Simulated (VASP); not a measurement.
# CoO (P6_3/mmc) in VASP: further runs

The runs below take CoO through single point, with PBEsol.

All numbers are computed with VASP 6.6.1; they aren't measurements. Logs are shortened: lines on timing, memory, paths and dates and some standing lists are left out, and cuts for length are marked.

## 1. The cell of the first run

Symmetry: P6_3/mmc, No. 194, hexagonal system. Conventional cell: a = 2.773 Å, b = 2.773 Å, c = 4.994 Å, α = 90.00°, β = 90.00°, γ = 120.00°. Within 2.8 Å of Co (site symmetry -3m) lie 6 O at 2.03 Å and 8 Co at 2.50 to 2.77 Å. O (site symmetry -6m2) has 6 Co at 2.03 Å and 6 O at 2.77 Å within 2.8 Å.

## 2. Single point, PBEsol, collinear spin, ferromagnetic start

Contents of INCAR:

```
PREC     = Accurate       # precision mode
ENCUT    = 520            # plane-wave cutoff, eV
EDIFF    = 1E-7           # SCF threshold, eV
ISMEAR   = 0              # smearing method
SIGMA    = 0.1            # smearing width, eV
LREAL    = False          # projectors in reciprocal space
LASPH    = True           # aspherical terms in the spheres
NELM     = 150            # most SCF steps
ALGO     = Normal         # electronic algorithm
ISIF     = 2              # what is computed and relaxed
LWAVE    = False          # write WAVECAR
LCHARG   = False          # write CHGCAR
ISPIN    = 2              # spin polarisation
MAGMOM   = 3 3 0 0        # initial moments
LORBIT   = 11             # projections on sites
LMAXMIX  = 4              # l up to which the mixer works
GGA      = PS             # functional
NBANDS   = 27             # bands
```

Contents of KPOINTS:

```
Automatic mesh
0
Gamma
  18 18 10
```

Contents of POSCAR:

```
CoO
1.0
    2.7730593927      0.0000000000      0.0000000000
   -1.3865296963      2.4015398803      0.0000000000
    0.0000000000      0.0000000000      4.9944320490
Co O
2 2
Direct
    0.0000000000      0.0000000000      0.0000000000
    0.0000000000      0.0000000000      0.5000000000
    0.3333333333      0.6666666667      0.2500000000
    0.6666666667      0.3333333333      0.7500000000
```

Potentials or basis: VASP PAW PBE potentials, release 64 (Co, O).

The run is started by

```bash
$ cat potpaw_PBE.64/Co/POTCAR potpaw_PBE.64/O/POTCAR > POTCAR
$ mpirun -np 1 vasp_std > vasp.out
```

OUTCAR:

```text
PREC = Accurate
   ENCUT = 520
   EDIFF = 1E-7
   ISMEAR = 0
   LREAL = False
   LASPH = True
   NELM = 150
   ISIF = 2
   ISPIN = 2
   LORBIT = 11
   GGA = PS

 ion  position               nearest neighbor table
   1  0.000  0.000  0.000-   3 2.03   4 2.03   3 2.03   4 2.03   4 2.03   3 2.03   2 2.50   2 2.50

   2  0.000  0.000  0.500-   3 2.03   4 2.03   3 2.03   4 2.03   4 2.03   3 2.03   1 2.50   1 2.50

   3  0.333  0.667  0.250-   1 2.03   2 2.03   1 2.03   2 2.03   1 2.03   2 2.03
   4  0.667  0.333  0.750-   1 2.03   2 2.03   1 2.03   2 2.03   1 2.03   2 2.03

  LATTYP: Found a hexagonal cell.
 ALAT       =     2.7730593927
 C/A-ratio  =     1.8010548429

  Lattice vectors:

 A1 = (   2.7730593927,   0.0000000000,   0.0000000000)
 A2 = (  -1.3865296963,   2.4015398803,   0.0000000000)
 A3 = (   0.0000000000,   0.0000000000,   4.9944320490)

Analysis of symmetry for initial positions (statically):
=====================================================================
 Subroutine PRICEL returns:
 Original cell was already a primitive cell.

 Routine SETGRP: Setting up the symmetry group for a
 hexagonal supercell.

 Subroutine GETGRP returns: Found 24 space group operations
 (whereof 12 operations were pure point group operations)
 out of a pool of 24 trial point group operations.

The static configuration has the point symmetry D_3d.
 The point group associated with its full space group is D_6h.

Analysis of symmetry for dynamics (positions and initial velocities):
=====================================================================
 Subroutine PRICEL returns:
 Original cell was already a primitive cell.

 Routine SETGRP: Setting up the symmetry group for a
 hexagonal supercell.

 Subroutine GETGRP returns: Found 24 space group operations
 (whereof 12 operations were pure point group operations)
 out of a pool of 24 trial point group operations.

The dynamic configuration has the point symmetry D_3d.
 The point group associated with its full space group is D_6h.

Analysis of structural, dynamic, and magnetic symmetry:
=====================================================================
 Subroutine PRICEL returns:
 Original cell was already a primitive cell.

 Routine SETGRP: Setting up the symmetry group for a
 hexagonal supercell.

 Subroutine GETGRP returns: Found 24 space group operations
 (whereof 12 operations were pure point group operations)
 out of a pool of 24 trial point group operations.

The overall configuration has the point symmetry D_3d.
 The point group associated with its full space group is D_6h.

 Subroutine INISYM returns: Found 24 space group operations
 (whereof 12 operations are pure point group operations),
 and found     1 'primitive' translations

----------------------------------------------------------------------------------------

                                     Primitive cell

  volume of cell :      33.2610

  direct lattice vectors                    reciprocal lattice vectors
     2.773059393  0.000000000  0.000000000     0.360612543  0.208199749  0.000000000
    -1.386529696  2.401539880  0.000000000     0.000000000  0.416399498  0.000000000
     0.000000000  0.000000000  4.994432049     0.000000000  0.000000000  0.200222966

  length of vectors
     2.773059393  2.773059393  4.994432049     0.416399498  0.416399498  0.200222966

  position of ions in fractional coordinates (direct lattice)
     0.000000000  0.000000000  0.000000000
     0.000000000  0.000000000  0.500000000
     0.333333333  0.666666667  0.250000000
     0.666666667  0.333333333  0.750000000

  ion indices of the primitive-cell ions
   primitive index   ion index
                 1           1
                 2           2
                 3           3
                 4           4

----------------------------------------------------------------------------------------

 KPOINTS: Automatic mesh

Automatic generation of k-mesh.
 Grid dimensions read from file:
 generate k-points for:   18   18   10

 Generating k-lattice:

  Cartesian coordinates                     Fractional coordinates (reciprocal lattice)
     0.020034030  0.011566653  0.000000000     0.055555556  0.000000000  0.000000000
     0.000000000  0.023133305  0.000000000     0.000000000  0.055555556  0.000000000
     0.000000000  0.000000000  0.020022297     0.000000000  0.000000000  0.100000000

  Length of vectors
     0.023133305  0.023133305  0.020022297

  Shift w.r.t. Gamma in fractional coordinates (k-lattice)
     0.000000000  0.000000000  0.000000000

 Subroutine IBZKPT returns following result:
 ===========================================

 Found    222 irreducible k-points:

 Following reciprocal coordinates:
            Coordinates               Weight
  0.000000  0.000000  0.000000      1.000000
  0.055556 -0.000000  0.000000      6.000000
  0.111111 -0.000000  0.000000      6.000000
  0.166667  0.000000  0.000000      6.000000
  0.222222 -0.000000  0.000000      6.000000
  0.277778 -0.000000  0.000000      6.000000
[... 16 lines left out ...]
  0.333333  0.111111  0.000000     12.000000
  0.388889  0.111111  0.000000     12.000000
 [... further k-points ...]
   k-points           NKPTS =    222   k-points in BZ     NKDIM =    222   number of bands    NBANDS=     27
   number of dos      NEDOS =    301   number of ions     NIONS =      4
   total plane-waves  NPLWV =  23040
   dimension x,y,z NGX =    24 NGY =   24 NGZ =   40
   dimension x,y,z NGXF=    48 NGYF=   48 NGZF=   80
   ions per type =               2   2
   NGX,Y,Z   is equivalent  to a cutoff of  14.39, 14.39, 13.31 a.u.
   NGXF,Y,Z  is equivalent  to a cutoff of  28.78, 28.78, 26.63 a.u.
 SYSTEM =  unknown system
   PREC   = accura    normal or accurate (medium, high low for compatibility)
   ISTART =      0    job   : 0-new  1-cont  2-samecut
   ICHARG =      2    charge: 1-file 2-atom 10-const
   ISPIN  =      2    spin polarized calculation?
   LNONCOLLINEAR =      F non collinear calculations
   LSORBIT =      F    spin-orbit coupling
   LASPH  =      T    aspherical Exc in radial PAW
   ENCUT  =  520.0 eV  38.22 Ry    6.18 a.u.   5.16  5.16  9.29*2*pi/ulx,y,z
   NELM   =    150;   NELMIN=  2; NELMDL= -5     # of ELM steps
   EDIFF  = 0.1E-06   stopping-criterion for ELM
   LREAL  =      F    real-space projection
   EDIFFG = 0.1E-05   stopping-criterion for IOM
   NSW    =      0    number of steps for IOM
   IBRION =     -1    ionic relax: 0-MD 1-quasi-New 2-CG
   NFREE  =      0    steps in history (QN), initial steepest desc. (CG)
   ISIF   =      2    stress and relaxation
   ISYM   =      2    0-nonsym 1-usesym 2-fastsym
   POTIM  = 0.5000    time-step for ionic-motion
   TEBEG  =    0.0;   TEEND  =   0.0 temperature during run
   PSTRESS=    0.0 pullay stress
   NELECT =      30.0000    total number of electrons
   NUPDOWN=      -1.0000    fix difference up-down
   EMIN   =  10.00;   EMAX   =-10.00  energy-range for DOS
   EFERMI =   0.00;   METHOD = LEGACY
   ISMEAR =     0;   SIGMA  =   0.10  broadening in eV -4-tet -1-fermi 0-gaus
   EFERMI_NEDOS =   21; number of points for ismear=-14 and -15
   IALGO  =     38    algorithm
   IMIX   =      4    mixing-type and parameters
     AMIX     =   0.40;   BMIX     =  1.00
     AMIX_MAG =   1.60;   BMIX_MAG =  1.00
  volume/ion in A,a.u.               =       8.32        56.11
  Fermi-wavevector in a.u.,A,eV,Ry     =   1.581747  2.989068 34.040716  2.501922
  Thomas-Fermi vector in A             =   2.681775
   LORBIT       =     11    0 simple, 1 ext, 2 COOP (PROOUT), +10 PAW based schemes
   GGA     = PS    functional components
   LHFCALC =     F    Hartree Fock is set to
   AEXX    =    0.0000 exact exchange contribution
   IVDW    =     0    specifies the selected vdW correction
   LEPSILON=     F    determine dielectric tensor
   LRPA    =     F    only Hartree local field effects (RPA)
 spin polarized calculation
 Gauss-broadening in eV      SIGMA  =   0.10
  energy-cutoff  :      520.00
  volume of cell :       33.26
 maximum number of plane-waves:       909
 NGX is ok and might be reduce to    24

 number of electron      29.9999988 magnetization       4.6523412

 Free energy of the ion-electron system (eV)
  ---------------------------------------------------
  ext. energy  EPLUGINS =         0.00000000
  ---------------------------------------------------
  free energy    TOTEN  =       -28.13897252 eV

  energy without entropy =      -28.11067594  energy(sigma->0) =      -28.12482423

 E-fermi :   9.9883     XC(G=0): -13.5390

 val. band max:        9.9835903029   @ k =   0.3333   0.2778   0.3000
 cond. band min:       9.9891337645   @ k =   0.3333   0.0556   0.0000
 fundamental gap:      0.0055434616
 Fermi energy:         9.9882500834

 spin component 1

 k-point     1 :       0.0000    0.0000    0.0000
  band No.  band energies     occupation
      1     -11.7266      1.00000
      2     -10.3297      1.00000
      3       0.1832      1.00000
      4       3.4059      1.00000
      5       3.4059      1.00000
      6       5.2529      1.00000
[... 709 lines left out ...]
     26      28.2244      0.00000
     27      29.3022      0.00000

 [... further k-points ...]

 spin component 2

 k-point     1 :       0.0000    0.0000    0.0000
  band No.  band energies     occupation
      1     -11.3329      1.00000
      2      -9.9067      1.00000
      3       0.6195      1.00000
      4       4.5304      1.00000
      5       4.5304      1.00000
      6       5.9504      1.00000
[... 709 lines left out ...]
     26      28.7191      0.00000
     27      29.5096      0.00000

 [... further k-points ...]

------------------------ aborting loop because EDIFF is reached ----------------------------------------

  FORCE on cell =-STRESS in cart. coord.  units (eV):
  Direction    XX          YY          ZZ          XY          YZ          ZX
  --------------------------------------------------------------------------------------
  -------------------------------------------------------------------------------------
  Total        3.0450527      3.0450527      2.9147391      0.0000000      0.0000000      0.0000000
  in kB      146.6798010    146.6798010    140.4026138      0.0000000      0.0000000      0.0000000
  external PRESSURE =     144.5874052 kB  Pullay stress =       0.0000000 kB

 VOLUME and BASIS-vectors are now :
 -----------------------------------------------------------------------------
  energy-cutoff  :      520.00
  volume of cell :       33.26
      direct lattice vectors                 reciprocal lattice vectors
     2.773059393  0.000000000  0.000000000     0.360612543  0.208199749  0.000000000
    -1.386529696  2.401539880  0.000000000     0.000000000  0.416399498  0.000000000
     0.000000000  0.000000000  4.994432049     0.000000000  0.000000000  0.200222966

 POSITION                                       TOTAL-FORCE (eV/Angst)
 -----------------------------------------------------------------------------------
      0.00000      0.00000      0.00000        -0.000000      0.000000     -0.000000
      0.00000      0.00000      2.49722        -0.000000      0.000000     -0.000000
     -0.00000      1.60103      1.24861         0.000000     -0.000000      0.000000
      1.38653      0.80051      3.74582         0.000000      0.000000      0.000000
 -----------------------------------------------------------------------------------
    total drift:                               -0.000000      0.000000     -0.000000

  FREE ENERGIE OF THE ION-ELECTRON SYSTEM (eV)
  ---------------------------------------------------
  free  energy   TOTEN  =       -28.1389725222 eV

  energy  without entropy=      -28.1106759405  energy(sigma->0) =      -28.12482423

 total charge

# of ion       s       p       d       tot
------------------------------------------
    1        0.351   0.498   7.327   8.176
    2        0.351   0.498   7.327   8.176
    3        1.556   3.443   0.000   4.999
    4        1.556   3.443   0.000   4.999
--------------------------------------------------
tot          3.814   7.881  14.654  26.349

 magnetization (x)

# of ion       s       p       d       tot
------------------------------------------
    1        0.012   0.013   2.041   2.066
    2        0.012   0.013   2.041   2.066
    3        0.033   0.193   0.000   0.227
    4        0.033   0.193   0.000   0.227
--------------------------------------------------
tot          0.091   0.412   4.082   4.585
```

Wall time 3.6 min (1 thread of Intel Xeon 6975P-C (Granite Rapids), shared host); peak memory 0.39 GiB.

Results:

| Quantity | Value |
| --- | --- |
| Free energy | -28.1390 eV |
| Pressure | 14.5 GPa |
| Net moment | 4.65 μB per cell |
| Site moments | Co +2.07; O +0.23 μB |
| Valence electrons inside the program's atomic spheres | Co 8.18; O 5.00 |

Stress tensor (GPa, compression positive):
```
14.67  0.00  0.00
 0.00 14.67  0.00
 0.00  0.00 14.04
```

Caveat: the cell stands under pressure; the PAW data sets were made with another functional, which shifts forces and pressure a little; semilocal functionals often make such compounds metallic where correlation or magnetic order opens a gap, which also shifts bond lengths.

## 3. Single point, PBEsol, collinear spin, antiferromagnetic start

This run uses another cell than the first one: it holds 8 atoms, not 4.

Contents of INCAR:

```
SYSTEM = CoO
PREC = Accurate ; ENCUT = 520
EDIFF = 1E-6 ; ISMEAR = 0
SIGMA = 0.1 ; LREAL = .FALSE.
LASPH = .TRUE. ; NELM = 150
ALGO = Fast ; ISIF = 2
LWAVE = .FALSE. ; LCHARG = .TRUE.
ISPIN = 2 ; MAGMOM = 3 3 -3 -3 0 0 0 0
LORBIT = 11 ; LMAXMIX = 4
GGA = PS ; LELF = .TRUE.
LVHAR = .TRUE. ; NBANDS = 44
```

Contents of KPOINTS:

```
Automatic mesh
0
G
  18 18 5
  0 0 0
```

Contents of POSCAR:

```
CoO
1.0
    2.8512145297      0.0000000000      0.0000000000
   -1.4256072648      2.4692242143      0.0000000000
    0.0000000000      0.0000000000     10.2703874738
Co O
4 4
Direct
    1.0000000000      0.0000000000      1.0000000000
    1.0000000000      0.0000000000      0.2500000000
    1.0000000000      0.0000000000      0.5000000000
    1.0000000000      0.0000000000      0.7500000000
    0.3333333333      0.6666666667      0.1250000000
    0.6666666667      0.3333333333      0.3750000000
    0.3333333333      0.6666666667      0.6250000000
    0.6666666667      0.3333333333      0.8750000000
```

Potentials or basis: VASP PAW PBE potentials, release 64 (Co, O).

The run is started by

```bash
$ cat potpaw_PBE.64/Co/POTCAR potpaw_PBE.64/O/POTCAR > POTCAR
$ mpirun -np 1 vasp_std > vasp.out
```

Run time: 21 min. Hardware: 1 thread of Oxide Virtual Turin-like, shared host; peak memory 0.55 GiB.

It converged, with:

```
Free energy                                           : -56.8117 eV
Pressure                                              : -2.8 GPa
Largest force                                         : 0.483 eV/Å
Band gap on the k mesh                                : zero (filled and empty bands overlap)
Net moment                                            : 0.00 μB per cell
Site moments                                          : Co +2.37, -2.37 (each value once); O +0.32, +0.00, -0.32 (each value once) μB
Valence electrons inside the program's atomic spheres : Co 7.98; O 4.97, 4.96 (each value once)
```

Forces on the atoms (eV/Å):
```
Co   0.000  0.000  0.483
Co   0.000  0.000 -0.483
Co   0.000  0.000  0.483
Co   0.000  0.000 -0.483
O    0.000  0.000  0.000
O    0.000  0.000  0.000
O    0.000  0.000  0.000
O    0.000  0.000  0.000
```

Stress tensor (GPa, compression positive):
```
-2.64  0.00  0.00
 0.00 -2.64  0.00
 0.00  0.00 -3.22
```

Levels at points of the mesh, in eV from the Fermi level:
Spin up:
```tsv
k point	band 27	band 28	band 29	band 30	band 31	band 32	band 33	band 34
(0.00, 0.00, 0.00)	-0.96	-0.60	-0.60	-0.45	-0.45	0.08	0.77	0.77
(0.50, 0.00, 0.00)	-0.54	-0.37	0.08	0.12	0.20	0.39	0.89	1.22
```
Spin down:
```tsv
k point	band 26	band 27	band 28	band 29	band 30	band 31	band 32	band 33	band 34	band 35
(0.00, 0.00, 0.00)	-0.96	-0.96	-0.60	-0.60	-0.45	-0.45	0.08	0.77	0.77	1.47
(0.50, 0.00, 0.00)	-1.32	-0.54	-0.37	0.08	0.12	0.20	0.39	0.89	1.22	1.97
```

Caveat: the PAW data sets were made with another functional, which shifts forces and pressure a little; semilocal functionals often make such compounds metallic where correlation or magnetic order opens a gap, which also shifts bond lengths.

(Continued in part 2 of 2.)
